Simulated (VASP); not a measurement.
# TaH4 (F-43m) in VASP: further runs

The runs below take TaH4 through single point, relaxation of cell and atoms, with PBE.

All numbers are computed with VASP 6.6.1; they aren't measurements. Logs are shortened: lines on timing, memory, paths and dates and some standing lists are left out, and cuts for length are marked.

## 1. The cell of the first run

The structure is cubic, space group F-43m (No. 216). Conventional cell: a = 4.891 Å, b = 4.891 Å, c = 4.891 Å, α = 90.00°, β = 90.00°, γ = 90.00°. Within 2.7 Å of Ta (site symmetry -43m) lie 12 H at 2.03 Å. H (site symmetry 3m) has 6 H at 1.69 to 1.76 Å and 3 Ta at 2.03 Å within 2.3 Å.

The cell was generated, and may not be a known phase.

## 2. Single point, PBE

Input file INCAR:

```
SYSTEM = TaH4
  PREC = Accurate
  ENCUT = 520
  EDIFF = 1E-6
  ISMEAR = 0
  SIGMA = 0.15
  LREAL = .FALSE.
  LASPH = .TRUE.
  NELM = 100
  ALGO = Normal
  ISIF = 2
  LWAVE = .FALSE.
  LCHARG = .FALSE.
  GGA = PE
  NBANDS = 16
```

Input file KPOINTS:

```
regular mesh
0
G
  4 4 4
  0 0 0
```

Input file POSCAR:

```
TaH4
1.0
    0.0000000000      2.4454429142      2.4454429142
    2.4454429142      0.0000000000      2.4454429142
    2.4454429142      2.4454429142      0.0000000000
Ta H
1 4
Direct
    0.2500000000      0.2500000000      0.2500000000
    0.6274874458      0.6274874458      0.6274874458
    0.6274874458      0.6274874458      0.1175376625
    0.6274874458      0.1175376625      0.6274874458
    0.1175376625      0.6274874458      0.6274874458
```

Potentials or basis: VASP PAW PBE potentials, release 64 (Ta_pv, H).

Run with:

```console
cat potpaw_PBE.64/Ta_pv/POTCAR potpaw_PBE.64/H/POTCAR > POTCAR
mpirun -np 1 vasp_std > vasp.out
```

OUTCAR:

```text
SYSTEM = TaH4
   PREC = Accurate
   ENCUT = 520
   EDIFF = 1E-6
   ISMEAR = 0
   LREAL = .FALSE.
   LASPH = .TRUE.
   NELM = 100
   ISIF = 2
   GGA = PE

 ion  position               nearest neighbor table
   1  0.250  0.250  0.250-   3 2.03   4 2.03   5 2.03   2 2.03   2 2.03   2 2.03   4 2.03   3 2.03
                             5 2.03   5 2.03   3 2.03   4 2.03
   2  0.627  0.627  0.627-   1 2.03   1 2.03   1 2.03
   3  0.627  0.627  0.118-   1 2.03   1 2.03   1 2.03
   4  0.627  0.118  0.627-   1 2.03   1 2.03   1 2.03
   5  0.118  0.627  0.627-   1 2.03   1 2.03   1 2.03

  LATTYP: Found a face centered cubic cell.
 ALAT       =     4.8908858284

  Lattice vectors:

 A1 = (   0.0000000000,   2.4454429142,   2.4454429142)
 A2 = (   2.4454429142,   0.0000000000,   2.4454429142)
 A3 = (   2.4454429142,   2.4454429142,   0.0000000000)

Analysis of symmetry for initial positions (statically):
=====================================================================
 Subroutine PRICEL returns:
 Original cell was already a primitive cell.

 Routine SETGRP: Setting up the symmetry group for a
 face centered cubic supercell.

 Subroutine GETGRP returns: Found 24 space group operations
 (whereof 24 operations were pure point group operations)
 out of a pool of 48 trial point group operations.

The static configuration has the point symmetry T_d .

Analysis of symmetry for dynamics (positions and initial velocities):
=====================================================================
 Subroutine PRICEL returns:
 Original cell was already a primitive cell.

 Routine SETGRP: Setting up the symmetry group for a
 face centered cubic supercell.

 Subroutine GETGRP returns: Found 24 space group operations
 (whereof 24 operations were pure point group operations)
 out of a pool of 48 trial point group operations.

The dynamic configuration has the point symmetry T_d .

 Subroutine INISYM returns: Found 24 space group operations
 (whereof 24 operations are pure point group operations),
 and found     1 'primitive' translations

----------------------------------------------------------------------------------------

                                     Primitive cell

  volume of cell :      29.2484

  direct lattice vectors                    reciprocal lattice vectors
     0.000000000  2.445442914  2.445442914    -0.204461939  0.204461939  0.204461939
     2.445442914  0.000000000  2.445442914     0.204461939 -0.204461939  0.204461939
     2.445442914  2.445442914  0.000000000     0.204461939  0.204461939 -0.204461939

  length of vectors
     3.458378535  3.458378535  3.458378535     0.354138467  0.354138467  0.354138467

  position of ions in fractional coordinates (direct lattice)
     0.250000000  0.250000000  0.250000000
     0.627487446  0.627487446  0.627487446
     0.627487446  0.627487446  0.117537662
     0.627487446  0.117537662  0.627487446
     0.117537662  0.627487446  0.627487446

  ion indices of the primitive-cell ions
   primitive index   ion index
                 1           1
                 2           2
                 3           3
                 4           4
                 5           5

----------------------------------------------------------------------------------------

 KPOINTS: regular mesh

Automatic generation of k-mesh.
 Grid dimensions read from file:
 generate k-points for:    4    4    4

 Generating k-lattice:

  Cartesian coordinates                     Fractional coordinates (reciprocal lattice)
    -0.051115485  0.051115485  0.051115485     0.250000000  0.000000000  0.000000000
     0.051115485 -0.051115485  0.051115485     0.000000000  0.250000000  0.000000000
     0.051115485  0.051115485 -0.051115485     0.000000000  0.000000000  0.250000000

  Length of vectors
     0.088534617  0.088534617  0.088534617

  Shift w.r.t. Gamma in fractional coordinates (k-lattice)
     0.000000000  0.000000000  0.000000000

 Subroutine IBZKPT returns following result:
 ===========================================

 Found      8 irreducible k-points:

 Following reciprocal coordinates:
            Coordinates               Weight
  0.000000  0.000000  0.000000      1.000000
  0.250000  0.000000  0.000000      8.000000
  0.500000  0.000000  0.000000      4.000000
  0.250000  0.250000  0.000000      6.000000
  0.500000  0.250000  0.000000     24.000000
 -0.250000  0.250000  0.000000     12.000000
  0.500000  0.500000  0.000000      3.000000
 -0.250000  0.500000  0.250000      6.000000
   k-points           NKPTS =      8   k-points in BZ     NKDIM =      8   number of bands    NBANDS=     16
   number of dos      NEDOS =    301   number of ions     NIONS =      5
   total plane-waves  NPLWV =  21952
   dimension x,y,z NGX =    28 NGY =   28 NGZ =   28
   dimension x,y,z NGXF=    56 NGYF=   56 NGZF=   56
   ions per type =               1   4
   NGX,Y,Z   is equivalent  to a cutoff of  13.46, 13.46, 13.46 a.u.
   NGXF,Y,Z  is equivalent  to a cutoff of  26.92, 26.92, 26.92 a.u.
 SYSTEM =  TaH4
   PREC   = accura    normal or accurate (medium, high low for compatibility)
   ISTART =      0    job   : 0-new  1-cont  2-samecut
   ICHARG =      2    charge: 1-file 2-atom 10-const
   ISPIN  =      1    spin polarized calculation?
   LNONCOLLINEAR =      F non collinear calculations
   LSORBIT =      F    spin-orbit coupling
   LASPH  =      T    aspherical Exc in radial PAW
   ENCUT  =  520.0 eV  38.22 Ry    6.18 a.u.   6.43  6.43  6.43*2*pi/ulx,y,z
   NELM   =    100;   NELMIN=  2; NELMDL= -5     # of ELM steps
   EDIFF  = 0.1E-05   stopping-criterion for ELM
   LREAL  =      F    real-space projection
   EDIFFG = 0.1E-04   stopping-criterion for IOM
   NSW    =      0    number of steps for IOM
   IBRION =     -1    ionic relax: 0-MD 1-quasi-New 2-CG
   NFREE  =      0    steps in history (QN), initial steepest desc. (CG)
   ISIF   =      2    stress and relaxation
   ISYM   =      2    0-nonsym 1-usesym 2-fastsym
   POTIM  = 0.5000    time-step for ionic-motion
   TEBEG  =    0.0;   TEEND  =   0.0 temperature during run
   PSTRESS=    0.0 pullay stress
   NELECT =      15.0000    total number of electrons
   NUPDOWN=      -1.0000    fix difference up-down
   EMIN   =  10.00;   EMAX   =-10.00  energy-range for DOS
   EFERMI =   0.00;   METHOD = LEGACY
   ISMEAR =     0;   SIGMA  =   0.15  broadening in eV -4-tet -1-fermi 0-gaus
   EFERMI_NEDOS =   21; number of points for ismear=-14 and -15
   IALGO  =     38    algorithm
   IMIX   =      4    mixing-type and parameters
     AMIX     =   0.40;   BMIX     =  1.00
     AMIX_MAG =   1.60;   BMIX_MAG =  1.00
  volume/ion in A,a.u.               =       5.85        39.48
  Fermi-wavevector in a.u.,A,eV,Ry     =   1.310402  2.476300 23.363273  1.717152
  Thomas-Fermi vector in A             =   2.440934
   LORBIT       =      0    0 simple, 1 ext, 2 COOP (PROOUT), +10 PAW based schemes
   GGA     = PE    functional components
   LHFCALC =     F    Hartree Fock is set to
   AEXX    =    0.0000 exact exchange contribution
   IVDW    =     0    specifies the selected vdW correction
   LEPSILON=     F    determine dielectric tensor
   LRPA    =     F    only Hartree local field effects (RPA)
 non-spin polarized calculation
 Gauss-broadening in eV      SIGMA  =   0.15
  energy-cutoff  :      520.00
  volume of cell :       29.25
 maximum number of plane-waves:       817
 NGX is ok and might be reduce to    28
   NGX = 13   NGY = 13   NGZ = 13

 number of electron      15.0000002 magnetization

 Free energy of the ion-electron system (eV)
  ---------------------------------------------------
  ext. energy  EPLUGINS =         0.00000000
  ---------------------------------------------------
  free energy    TOTEN  =       -23.70179674 eV

  energy without entropy =      -23.67474756  energy(sigma->0) =      -23.68827215

 E-fermi :   5.2024     XC(G=0): -11.9694

 val. band max:        5.0790730911   @ k =   0.5000   0.2500   0.0000
 cond. band min:       5.2945111337   @ k =  -0.2500   0.5000   0.2500
 fundamental gap:      0.2154380426
 Fermi energy:         5.2024126779

 k-point     1 :       0.0000    0.0000    0.0000
  band No.  band energies     occupation
      1     -30.1300      2.00000
      2     -30.1300      2.00000
      3     -30.1300      2.00000
      4      -8.0499      2.00000
      5       2.4259      2.00000
      6       2.4259      2.00000
      7       2.4259      2.00000
      8       5.5570      0.00083
      9       5.5570      0.00083
     10       8.8779      0.00000
     11       8.8779      0.00000
     12       8.8779      0.00000
     13      11.6417      0.00000
     14      14.8974      0.00000
     15      17.9827      0.00000
     16      21.6740      0.00000

 k-point     2 :       0.2500    0.0000    0.0000
  band No.  band energies     occupation
      1     -30.2731      2.00000
      2     -30.1476      2.00000
      3     -30.1476      2.00000
      4      -6.7175      2.00000
      5       0.4331      2.00000
      6       2.0863      2.00000
      7       2.0863      2.00000
      8       5.3791      0.09581
      9       5.3791      0.09581
     10       7.5280      0.00000
     11      11.5677      0.00000
     12      11.5677      0.00000
     13      13.2425      0.00000
     14      16.4359      0.00000
     15      17.9777      0.00000
     16      18.4032      0.00000

 k-point     3 :       0.5000    0.0000    0.0000
  band No.  band energies     occupation
      1     -30.4118      2.00000
      2     -30.1652      2.00000
      3     -30.1652      2.00000
      4      -4.3809      2.00000
      5      -2.1686      2.00000
      6       1.4098      2.00000
      7       1.4098      2.00000
      8       7.1661      0.00000
      9       7.1661      0.00000
     10       8.1238      0.00000
     11       9.3171      0.00000
     12      11.4744      0.00000
     13      11.4744      0.00000
     14      17.7367      0.00000
     15      17.7367      0.00000
     16      17.9794      0.00000

 k-point     4 :       0.2500    0.2500    0.0000
  band No.  band energies     occupation
      1     -30.2644      2.00000
      2     -30.1803      2.00000
      3     -30.1803      2.00000
      4      -6.3656      2.00000
      5      -0.3418      2.00000
      6       2.9878      2.00000
      7       2.9878      2.00000
      8       3.0331      2.00000
      9       6.2323      0.00000
     10       9.5953      0.00000
     11       9.5953      0.00000
     12      11.1846      0.00000
     13      14.4992      0.00000
     14      15.8823      0.00000
     15      18.0939      0.00000
     16      18.0939      0.00000

 k-point     5 :       0.5000    0.2500    0.0000
  band No.  band energies     occupation
      1     -30.3614      2.00000
      2     -30.2377      2.00000
      3     -30.1979      2.00000
      4      -4.2854      2.00000
      5      -2.1006      2.00000
      6       1.4374      2.00000
      7       2.4787      2.00000
      8       5.0791      1.75511
      9       7.3409      0.00000
     10       8.0744      0.00000
     11       9.9163      0.00000
     12      11.1791      0.00000
     13      13.3721      0.00000
     14      15.6486      0.00000
     15      17.9854      0.00000
     16      18.1499      0.00000

 k-point     6 :      -0.2500    0.2500    0.0000
  band No.  band energies     occupation
      1     -30.3323      2.00000
      2     -30.2441      2.00000
      3     -30.1654      2.00000
      4      -4.9335      2.00000
      5      -1.2004      2.00000
      6       0.9838      2.00000
      7       1.8955      2.00000
      8       5.5216      0.00262
      9       7.3560      0.00000
     10       8.2230      0.00000
     11       9.6066      0.00000
     12      13.0327      0.00000
     13      13.2518      0.00000
     14      14.1318      0.00000
     15      17.9812      0.00000
     16      18.5359      0.00000

 k-point     7 :       0.5000    0.5000    0.0000
  band No.  band energies     occupation
      1     -30.3880      2.00000
      2     -30.2304      2.00000
      3     -30.2304      2.00000
      4      -4.2256      2.00000
      5      -2.5628      2.00000
      6       2.9371      2.00000
      7       4.3859      2.00000
      8       4.3859      2.00000
      9       7.0404      0.00000
     10       7.8970      0.00000
     11       7.8970      0.00000
     12       9.0440      0.00000
     13      13.2417      0.00000
     14      17.9848      0.00000
     15      18.5392      0.00000
     16      20.8485      0.00000

 k-point     8 :      -0.2500    0.5000    0.2500
  band No.  band energies     occupation
      1     -30.3234      2.00000
      2     -30.2958      2.00000
      3     -30.2339      2.00000
      4      -3.4101      2.00000
      5      -2.6056      2.00000
      6       1.3085      2.00000
      7       2.3915      2.00000
      8       5.2945      0.38522
      9       7.7601      0.00000
     10       8.0337      0.00000
     11       8.5413      0.00000
     12      10.6396      0.00000
     13      15.5468      0.00000
     14      15.7586      0.00000
     15      17.9886      0.00000
     16      18.4878      0.00000

------------------------ aborting loop because EDIFF is reached ----------------------------------------

  FORCE on cell =-STRESS in cart. coord.  units (eV):
  Direction    XX          YY          ZZ          XY          YZ          ZX
  --------------------------------------------------------------------------------------
  -------------------------------------------------------------------------------------
  Total       -0.0309088     -0.0309088     -0.0309088      0.0000000      0.0000000     -0.0000000
  in kB       -1.6931302     -1.6931302     -1.6931302      0.0000000      0.0000000     -0.0000000
  external PRESSURE =      -1.6931302 kB  Pullay stress =       0.0000000 kB

 VOLUME and BASIS-vectors are now :
 -----------------------------------------------------------------------------
  energy-cutoff  :      520.00
  volume of cell :       29.25
      direct lattice vectors                 reciprocal lattice vectors
     0.000000000  2.445442914  2.445442914    -0.204461939  0.204461939  0.204461939
     2.445442914  0.000000000  2.445442914     0.204461939 -0.204461939  0.204461939
     2.445442914  2.445442914  0.000000000     0.204461939  0.204461939 -0.204461939

 POSITION                                       TOTAL-FORCE (eV/Angst)
 -----------------------------------------------------------------------------------
      1.22272      1.22272      1.22272        -0.000000     -0.000000     -0.000000
      3.06897      3.06897      3.06897         0.002357      0.002357      0.002357
      1.82192      1.82192      3.06897        -0.002357     -0.002357      0.002357
      1.82192      3.06897      1.82192        -0.002357      0.002357     -0.002357
      3.06897      1.82192      1.82192         0.002357     -0.002357     -0.002357
 -----------------------------------------------------------------------------------
    total drift:                                0.000000      0.000000      0.000000

  FREE ENERGIE OF THE ION-ELECTRON SYSTEM (eV)
  ---------------------------------------------------
  free  energy   TOTEN  =       -23.7017967428 eV

  energy  without entropy=      -23.6747475592  energy(sigma->0) =      -23.68827215
```

Run time: 3.8 s. Hardware: 1 thread of Intel Xeon 6975P-C (Granite Rapids), shared host; peak memory 0.15 GiB.

Results:

```yaml
Free_energy: -23.7018 eV
Pressure: -0.2 GPa
Largest_force: 0.004 eV/Å
Band_gap_on_the_k_mesh: zero (an odd number of electrons rules out a gap without spin polarisation)
```

Forces in eV/Å, atoms in the order of the input:
```
Ta   0.000  0.000  0.000
H    0.002  0.002  0.002
H   -0.002 -0.002  0.002
H   -0.002  0.002 -0.002
H    0.002 -0.002 -0.002
```

Levels at points of the mesh, in eV from the Fermi level:
| k point | band 5 | band 6 | band 7 | band 8 | band 9 | band 10 |
| --- | --- | --- | --- | --- | --- | --- |
| (0.00, 0.00, 0.00) | -2.78 | -2.78 | -2.78 | 0.35 | 0.35 | 3.68 |
| (0.50, 0.00, 0.00) | -7.37 | -3.79 | -3.79 | 1.96 | 1.96 | 2.92 |
| (0.50, 0.50, 0.00) | -7.77 | -2.27 | -0.82 | -0.82 | 1.84 | 2.69 |

Caveat: the k points lie up to 0.56 Å⁻¹ apart, too coarse for converged energies and pressures of a metal; spin-orbit coupling is left out, which moves the levels of the heavy elements; an odd number of electrons without spin polarisation forces a metal; a magnetic or distorted state may lie lower.

## 3. Relaxation of cell and atoms, PBE

This run uses another cell than the first one, of 10.93 Å³/atom.

Input file INCAR:

```
SYSTEM = TaH4
ALGO = Normal ; EDIFF = 1E-7
EDIFFG = -0.08 ; ENCUT = 600
GGA = PE ; IBRION = 2
ISIF = 3 ; ISMEAR = 0
LASPH = .True. ; LCHARG = .False.
LREAL = .False. ; LWAVE = .False.
NELM = 80 ; NSW = 36
PREC = Accurate ; SIGMA = 0.15
```

Input file KPOINTS:

```
k-points
0
Gamma
  4 4 4
  0 0 0
```

Input file POSCAR:

```
TaH4
1.0
    0.0000000000      3.0118581500      3.0118581500
    3.0118581500      0.0000000000      3.0118581500
    3.0118581500      3.0118581500      0.0000000000
Ta H
1 4
Direct
    0.2500000000      0.2500000000      0.2500000000
    0.5918086500      0.5918086500      0.5918086500
    0.5918086500      0.5918086500      0.2245740500
    0.5918086500      0.2245740500      0.5918086500
    0.2245740500      0.5918086500      0.5918086500
```

Potentials or basis: VASP PAW PBE potentials, release 64 (Ta_pv, H).

Run with:

```console
cat potpaw_PBE.64/Ta_pv/POTCAR potpaw_PBE.64/H/POTCAR > POTCAR
mpirun -np 1 vasp_std > vasp.out
```

Wall time 41 s (1 thread of Intel Xeon 6975P-C (Granite Rapids), shared host); peak memory 0.22 GiB.

Results (log left out):

- Free energy: -23.7048 eV
- Relaxed volume: 5.87 Å³/atom
- Relaxed cell: a = 3.463 Å, b = 3.463 Å, c = 3.463 Å, α = 60.00°, β = 60.00°, γ = 60.00°
- Space group after relaxing (to 0.1 Å): F-43m (No. 216)
- Energy gained by relaxing: 892.4 meV/atom
- Ionic steps: 10
- Pressure after relaxing: -0.3 GPa
- Largest force after relaxing: 0.074 eV/Å
- Band gap on the k mesh: zero (an odd number of electrons rules out a gap without spin polarisation)

Forces in eV/Å, atoms in the order of the input:
```
Ta   0.000  0.000  0.000
H    0.043  0.043  0.043
H   -0.043 -0.043  0.043
H   -0.043  0.043 -0.043
H    0.043 -0.043 -0.043
```

The path:
```csv
step,energy change (eV),largest force (eV/Å),pressure (GPa),volume (Å³)
1,0.0000,0.7973,-27.72,54.64
2,-2.4764,1.2652,-24.64,41.01
3,-3.5976,1.7099,-5.69,32.23
4,-3.6367,1.9311,12.23,28.89
5,-3.6635,1.8528,5.08,30.02
6,-4.2400,0.8945,8.39,28.63
7,-4.3311,0.1933,16.97,26.84
8,-4.3843,0.2659,12.99,27.53
9,-4.4521,0.0114,-4.44,30.07
10,-4.4619,0.0743,-0.33,29.37
```

Final structure:
```
Ta H
1.0
     0.00000    2.44871    2.44871
     2.44871    0.00000    2.44871
     2.44871    2.44871    0.00000
Ta H
1 4
Direct
  0.25000 0.25000 0.25000
  0.62618 0.62618 0.62618
  0.62618 0.62618 0.12146
  0.62618 0.12146 0.62618
  0.12146 0.62618 0.62618
```

Levels at points of the mesh, in eV from the Fermi level:
```
           k point  band 5  band 6  band 7  band 8  band 9  band 10
(0.00, 0.00, 0.00)   -2.79   -2.79   -2.79    0.36    0.36     3.73
(0.50, 0.00, 0.00)   -7.28   -3.77   -3.77    1.96    1.96     2.91
(0.50, 0.50, 0.00)   -7.85   -2.24   -0.81   -0.81    1.84     2.68
```

Caveat: the k points lie up to 0.56 Å⁻¹ apart in the final cell, too coarse for converged energies and pressures of a metal; the volume moved by over 15 % at a fixed basis, so the end points are rough; spin-orbit coupling is left out, which moves the levels of the heavy elements; an odd number of electrons without spin polarisation forces a metal; a magnetic or distorted state may lie lower; the relaxation stopped at a loose force limit of 0.08 eV/Å, so its end isn't a converged minimum.

The gap in the log of VASP goes by the Fermi energy; the results here count the filled bands.